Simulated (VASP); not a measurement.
# LiF (Pm-3m) in VASP: further runs, part 3 of 3

VASP 6.6.1. The steps go on from the part before.

### Step 6. Single point, r2SCAN

This run uses another cell than the first one, of 7.97 Å³/atom.

POSCAR reads:

```
LiF
1.0
    2.5162584446      0.0000000000      0.0000000000
    0.0000000000      2.5162584446      0.0000000000
    0.0000000000      0.0000000000      2.5162584446
Li F
1 1
Direct
    0.0000000000      0.0000000000      0.0000000000
    0.5000000000      0.5000000000      0.5000000000
```

INCAR.step1 reads:

```
SYSTEM = LiF
PREC = Accurate
ENCUT = 520
ISMEAR = 0
SIGMA = 0.01
LREAL = .FALSE.
LASPH = .TRUE.
NELM = 80
NBANDS = 12
GGA = PE
ALGO = Normal
EDIFF = 1E-4
LWAVE = .TRUE.
LCHARG = .FALSE.
```

INCAR.step2 reads:

```
SYSTEM = LiF
PREC = Accurate
ENCUT = 520
EDIFF = 1E-6
ISMEAR = 0
SIGMA = 0.01
LREAL = .FALSE.
LASPH = .TRUE.
NELM = 80
ALGO = Normal
ISIF = 2
LWAVE = .FALSE.
LCHARG = .FALSE.
METAGGA = R2SCAN
LMIXTAU = .TRUE.
NBANDS = 12
ISTART = 1
```

KPOINTS reads:

```
Automatic mesh
0
G
  8 8 8
  0 0 0
```

Potentials or basis: VASP PAW PBE potentials, release 64 (Li_sv, F).

Launch:

```console
cat potpaw_PBE.64/Li_sv/POTCAR potpaw_PBE.64/F/POTCAR > POTCAR
cp INCAR.step1 INCAR
mpirun -np 1 vasp_std > vasp.out
cp INCAR.step2 INCAR
mpirun -np 1 vasp_std > vasp.out
```

OUTCAR:

```text
SYSTEM = LiF
   PREC = Accurate
   ENCUT = 520
   EDIFF = 1E-6
   ISMEAR = 0
   LREAL = .FALSE.
   LASPH = .TRUE.
   NELM = 80
   ISIF = 2
   METAGGA = R2SCAN
   ISTART = 1

 ion  position               nearest neighbor table
   1  0.000  0.000  0.000-   2 2.18   2 2.18   2 2.18   2 2.18   2 2.18   2 2.18   2 2.18   2 2.18

   2  0.500  0.500  0.500-   1 2.18   1 2.18   1 2.18   1 2.18   1 2.18   1 2.18   1 2.18   1 2.18

  LATTYP: Found a simple cubic cell.
 ALAT       =     2.5162584446

  Lattice vectors:

 A1 = (   2.5162584446,   0.0000000000,   0.0000000000)
 A2 = (   0.0000000000,   2.5162584446,   0.0000000000)
 A3 = (   0.0000000000,   0.0000000000,   2.5162584446)

Analysis of symmetry for initial positions (statically):
=====================================================================
 Subroutine PRICEL returns:
 Original cell was already a primitive cell.

 Routine SETGRP: Setting up the symmetry group for a
 simple cubic supercell.

 Subroutine GETGRP returns: Found 48 space group operations
 (whereof 48 operations were pure point group operations)
 out of a pool of 48 trial point group operations.

The static configuration has the point symmetry O_h .

Analysis of symmetry for dynamics (positions and initial velocities):
=====================================================================
 Subroutine PRICEL returns:
 Original cell was already a primitive cell.

 Routine SETGRP: Setting up the symmetry group for a
 simple cubic supercell.

 Subroutine GETGRP returns: Found 48 space group operations
 (whereof 48 operations were pure point group operations)
 out of a pool of 48 trial point group operations.

The dynamic configuration has the point symmetry O_h .

 Subroutine INISYM returns: Found 48 space group operations
 (whereof 48 operations are pure point group operations),
 and found     1 'primitive' translations

----------------------------------------------------------------------------------------

                                     Primitive cell

  volume of cell :      15.9318

  direct lattice vectors                    reciprocal lattice vectors
     2.516258445  0.000000000  0.000000000     0.397415457  0.000000000  0.000000000
     0.000000000  2.516258445  0.000000000     0.000000000  0.397415457  0.000000000
     0.000000000  0.000000000  2.516258445     0.000000000  0.000000000  0.397415457

  length of vectors
     2.516258445  2.516258445  2.516258445     0.397415457  0.397415457  0.397415457

  position of ions in fractional coordinates (direct lattice)
     0.000000000  0.000000000  0.000000000
     0.500000000  0.500000000  0.500000000

  ion indices of the primitive-cell ions
   primitive index   ion index
                 1           1
                 2           2

----------------------------------------------------------------------------------------

 KPOINTS: Automatic mesh

Automatic generation of k-mesh.
 Grid dimensions read from file:
 generate k-points for:    8    8    8

 Generating k-lattice:

  Cartesian coordinates                     Fractional coordinates (reciprocal lattice)
     0.049676932  0.000000000  0.000000000     0.125000000  0.000000000  0.000000000
     0.000000000  0.049676932  0.000000000     0.000000000  0.125000000  0.000000000
     0.000000000  0.000000000  0.049676932     0.000000000  0.000000000  0.125000000

  Length of vectors
[... 39 lines left out ...]
   total plane-waves  NPLWV =   8000
   dimension x,y,z NGX =    20 NGY =   20 NGZ =   20
   dimension x,y,z NGXF=    40 NGYF=   40 NGZF=   40
   ions per type =               1   1
   NGX,Y,Z   is equivalent  to a cutoff of  13.21, 13.21, 13.21 a.u.
   NGXF,Y,Z  is equivalent  to a cutoff of  26.43, 26.43, 26.43 a.u.
 SYSTEM =  LiF
   PREC   = accura    normal or accurate (medium, high low for compatibility)
   ISTART =      1    job   : 0-new  1-cont  2-samecut
   ICHARG =      0    charge: 1-file 2-atom 10-const
   ISPIN  =      1    spin polarized calculation?
   LNONCOLLINEAR =      F non collinear calculations
   LSORBIT =      F    spin-orbit coupling
   LASPH  =      T    aspherical Exc in radial PAW
   ENCUT  =  520.0 eV  38.22 Ry    6.18 a.u.   4.68  4.68  4.68*2*pi/ulx,y,z
   NELM   =     80;   NELMIN=  2; NELMDL=  0     # of ELM steps
   EDIFF  = 0.1E-05   stopping-criterion for ELM
   LREAL  =      F    real-space projection
   EDIFFG = 0.1E-04   stopping-criterion for IOM
   NSW    =      0    number of steps for IOM
   IBRION =     -1    ionic relax: 0-MD 1-quasi-New 2-CG
   NFREE  =      0    steps in history (QN), initial steepest desc. (CG)
   ISIF   =      2    stress and relaxation
   ISYM   =      2    0-nonsym 1-usesym 2-fastsym
   POTIM  = 0.5000    time-step for ionic-motion
   TEBEG  =    0.0;   TEEND  =   0.0 temperature during run
   PSTRESS=    0.0 pullay stress
   NELECT =      10.0000    total number of electrons
   NUPDOWN=      -1.0000    fix difference up-down
   EMIN   =  10.00;   EMAX   =-10.00  energy-range for DOS
   EFERMI =   0.00;   METHOD = LEGACY
   ISMEAR =     0;   SIGMA  =   0.01  broadening in eV -4-tet -1-fermi 0-gaus
   EFERMI_NEDOS =   21; number of points for ismear=-14 and -15
   IALGO  =     38    algorithm
   IMIX   =      4    mixing-type and parameters
     AMIX     =   0.40;   BMIX     =  1.00
     AMIX_MAG =   1.60;   BMIX_MAG =  1.00
  volume/ion in A,a.u.               =       7.97        53.76
  Fermi-wavevector in a.u.,A,eV,Ry     =   1.401693  2.648816 26.731957  1.964743
  Thomas-Fermi vector in A             =   2.524529
   LORBIT       =      0    0 simple, 1 ext, 2 COOP (PROOUT), +10 PAW based schemes
   METAGGA = R2SCAN    functional components
   LHFCALC =     F    Hartree Fock is set to
   AEXX    =    0.0000 exact exchange contribution
   IVDW    =     0    specifies the selected vdW correction
   LEPSILON=     F    determine dielectric tensor
   LRPA    =     F    only Hartree local field effects (RPA)
 non-spin polarized calculation
 Gauss-broadening in eV      SIGMA  =   0.01
  energy-cutoff  :      520.00
  volume of cell :       15.93
 maximum number of plane-waves:       442
 NGX is ok and might be reduce to    20
   NGX =  9   NGY =  9   NGZ =  9

 number of electron      10.0000023 magnetization

 Free energy of the ion-electron system (eV)
  ---------------------------------------------------
  ext. energy  EPLUGINS =         0.00000000
  ---------------------------------------------------
  free energy    TOTEN  =       -11.27344850 eV

  energy without entropy =      -11.27344850  energy(sigma->0) =      -11.27344850

 E-fermi :   0.1305     XC(G=0): -10.7396

 val. band max:       -0.1300757298   @ k =   0.5000   0.5000   0.0000
 cond. band min:       8.9882195233   @ k =   0.0000   0.0000   0.0000
 fundamental gap:      9.1182952531
 Fermi energy:         0.1305139843

 k-point     1 :       0.0000    0.0000    0.0000
  band No.  band energies     occupation
      1     -44.1200      2.00000
      2     -22.2896      2.00000
      3      -0.8681      2.00000
      4      -0.8681      2.00000
      5      -0.8681      2.00000
      6       8.9882      0.00000
      7      20.0803      0.00000
      8      20.0803      0.00000
      9      23.2085      0.00000
     10      23.2085      0.00000
     11      23.2085      0.00000
     12      40.5025      0.00000
[... 331 lines left out ...]
 k-point    24 :       0.5000    0.3750    0.1250
  band No.  band energies     occupation
      1     -44.0236      2.00000
      2     -21.2355      2.00000
      3      -3.5742      2.00000
      4      -3.1105      2.00000
      5      -0.5941      2.00000
      6      14.0954      0.00000
      7      14.5971      0.00000
      8      15.2181      0.00000
      9      22.7288      0.00000
     10      25.6145      0.00000
     11      29.0617      0.00000
     12      31.0151      0.00000

 [... further k-points ...]

------------------------ aborting loop because EDIFF is reached ----------------------------------------

  FORCE on cell =-STRESS in cart. coord.  units (eV):
  Direction    XX          YY          ZZ          XY          YZ          ZX
  --------------------------------------------------------------------------------------
  -------------------------------------------------------------------------------------
  Total       -0.1132274     -0.1132274     -0.1132274      0.0000000      0.0000000     -0.0000000
  in kB      -11.3866646    -11.3866646    -11.3866646      0.0000000      0.0000000     -0.0000000
  external PRESSURE =     -11.3866646 kB  Pullay stress =       0.0000000 kB

 VOLUME and BASIS-vectors are now :
 -----------------------------------------------------------------------------
  energy-cutoff  :      520.00
  volume of cell :       15.93
      direct lattice vectors                 reciprocal lattice vectors
     2.516258445  0.000000000  0.000000000     0.397415457  0.000000000  0.000000000
     0.000000000  2.516258445  0.000000000     0.000000000  0.397415457  0.000000000
     0.000000000  0.000000000  2.516258445     0.000000000  0.000000000  0.397415457

 POSITION                                       TOTAL-FORCE (eV/Angst)
 -----------------------------------------------------------------------------------
      0.00000      0.00000      0.00000         0.000000      0.000000      0.000000
      1.25813      1.25813      1.25813         0.000000      0.000000      0.000000
 -----------------------------------------------------------------------------------
    total drift:                                0.000000      0.000000      0.000000

  FREE ENERGIE OF THE ION-ELECTRON SYSTEM (eV)
  ---------------------------------------------------
  free  energy   TOTEN  =       -11.2734485000 eV

  energy  without entropy=      -11.2734485000  energy(sigma->0) =      -11.27344850
```

OSZICAR.step1:

```text
N       E                     dE             d eps       ncg     rms          rms(c)
DAV:   1     0.301638270053E+02    0.30164E+02   -0.55215E+03   904   0.842E+02
DAV:   2    -0.855245641540E+01   -0.38716E+02   -0.38010E+02  1040   0.186E+02
DAV:   3    -0.957178610022E+01   -0.10193E+01   -0.10170E+01  1060   0.253E+01
DAV:   4    -0.958204741658E+01   -0.10261E-01   -0.10261E-01   940   0.266E+00
DAV:   5    -0.958218200320E+01   -0.13459E-03   -0.13459E-03  1012   0.221E-01    0.448E+00
DAV:   6    -0.905064196680E+01    0.53154E+00   -0.24168E+00   852   0.954E+00    0.137E+00
DAV:   7    -0.904191957454E+01    0.87224E-02   -0.18421E-02  1116   0.119E+00    0.837E-01
DAV:   8    -0.903872708634E+01    0.31925E-02   -0.13748E-02  1108   0.124E+00    0.107E-01
DAV:   9    -0.903875802743E+01   -0.30941E-04   -0.57383E-04  1000   0.220E-01
   1 F= -.90387580E+01 E0= -.90387580E+01  d E =-.134132E-66
```

It took 17 s on 1 thread of Intel Xeon Platinum 8559C (Emerald Rapids), shared host; peak memory 0.12 GiB.

Results:

```
Free energy            : -11.2734 eV
Band gap on the k mesh : 9.12 eV (least direct gap 9.86 eV)
```

Caveat: the cutoff is under 1.25 times the usual one of these potentials, so pressure, stress and relaxed cells hold a basis-set (Pulay) error; the PAW data sets were made with another functional, which shifts forces and pressure a little.

### Step 7. The runs side by side

```tsv
level	cell	k mesh	gap on the mesh (eV)
PBE	a = 2.610 Å, 2 atoms	8 × 8 × 8	7.05
PBE	a = 2.516 Å, 2 atoms	10 × 10 × 10	7.95
r2SCAN	a = 2.465 Å, 2 atoms	8 × 8 × 8	9.76
r2SCAN	a = 2.491 Å, 2 atoms	8 × 8 × 8	9.42
r2SCAN	a = 2.516 Å, 2 atoms	8 × 8 × 8	9.12
```

Alike in all rows: task single point; potentials or basis VASP PAW PBE potentials, release 64 (Li_sv, F); no spin polarisation; cutoff (eV) 520; smearing gaussian 0.01 eV.

Caveats: the cutoff is under 1.25 times the usual one of these potentials, so pressure, stress and relaxed cells hold a basis-set (Pulay) error; the PAW data sets were made with another functional, which shifts forces and pressure a little (at least some runs).

Absolute energies hang on the potentials; compare differences alone.
